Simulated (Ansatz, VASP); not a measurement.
# One calculation of NaCl, two programs

```
Na Cl
1.0
     0.00000    2.80095    2.81496
     2.80095    0.00000    2.81496
     2.80095    2.80095    0.00000
Na Cl
1 1
Direct
  0.00000 0.00000 0.00000
  0.50000 0.50000 0.50000
```

Change from the starting cell: z stretched by +0.5 %, x and y held.

Alike in both runs: task single point; functional PBEsol; k mesh 8 × 8 × 8; no spin polarisation.

|  | VASP | Ansatz |
| --- | --- | --- |
| version | VASP 6.6.1 | Ansatz 0.2.0 |
| potentials or method | VASP PAW PBE potentials, release 64 (Na_pv, Cl), cutoff 520 eV | all-electron LAPW, scalar-relativistic |
| occupations | gaussian, width 0.01 eV | fixed |

|  | VASP | Ansatz | Ansatz less VASP |
| --- | --- | --- | --- |
| gap on the k mesh at the Fermi level (eV) | 4.99 | 4.99 | +0.004 |
| pressure (GPa) | -0.1 | -0.1 | -0.02 |
| traceless stress, the component that is largest in VASP (GPa) | -0.14 | -0.14 | +0.002 |

VASP's potentials were made for PBE, not for PBEsol. Ansatz ran all-electron here, and VASP with PAW potentials.
